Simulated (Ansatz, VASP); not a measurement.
**Rh in VASP and in Ansatz**

Contents of INCAR:

```
PREC     = Accurate       # precision mode
ENCUT    = 500            # plane-wave cutoff, eV
EDIFF    = 1E-6           # SCF threshold, eV
ISMEAR   = -1             # smearing method
SIGMA    = 0.1            # smearing width, eV
LREAL    = F              # projectors in reciprocal space
LASPH    = T              # aspherical terms in the spheres
NELM     = 120            # most SCF steps
ALGO     = Normal         # electronic algorithm
ISIF     = 2              # what is computed and relaxed
LWAVE    = F              # write WAVECAR
LCHARG   = F              # write CHGCAR
GGA      = PE             # functional
NBANDS   = 14             # bands
GGA_COMPAT= F
```

KPOINTS

```
Automatic mesh
0
Gamma
  17 17 17
```

File POSCAR:

```
Rh
1.0
   -1.5359279900      1.5359279900      1.5359279900
    1.5359279900     -1.5359279900      1.5359279900
    1.5359279900      1.5359279900     -1.5359279900
Rh
1
Direct
    0.0000000000      0.0000000000      0.0000000000
```

Input for Ansatz:

```yaml
crystal:
  lattice:
    - [-1.53592799, 1.53592799, 1.53592799]
    - [1.53592799, -1.53592799, 1.53592799]
    - [1.53592799, 1.53592799, -1.53592799]
  atoms:
    - { symbol: Rh, position: [0.0, 0.0, 0.0] }
kpoints:
  mp_grid: { grid: [17, 17, 17] }
scf:
  occupations: { method: fermi_dirac, width: 0.1 }
hamiltonian:
  xc: pbe
  pseudopotentials: { kind: all_electron, datasets: crystal }
output:
  forces: true
  stress: true
  eigenvalues: true
```

Change from the starting cell: volume scaled by 1, crystal datasets.

Alike in both runs: task single point; functional PBE; k mesh 17 × 17 × 17; occupations fermi-dirac, width 0.1 eV; no spin polarisation.

```csv
,VASP,Ansatz
version,VASP 6.6.1,Ansatz 0.2.0
potentials or method,"VASP PAW PBE potentials, release 64 (Rh_pv), cutoff 500 eV","all-electron PAW with datasets made for the crystal, scalar-relativistic"
```

VASP gave:

```
pressure (GPa) : 0.1
```

Problem. Which values does Ansatz return?

Solution. Pressure (GPa): -0.1.

Ansatz ran all-electron here, and VASP with PAW potentials.
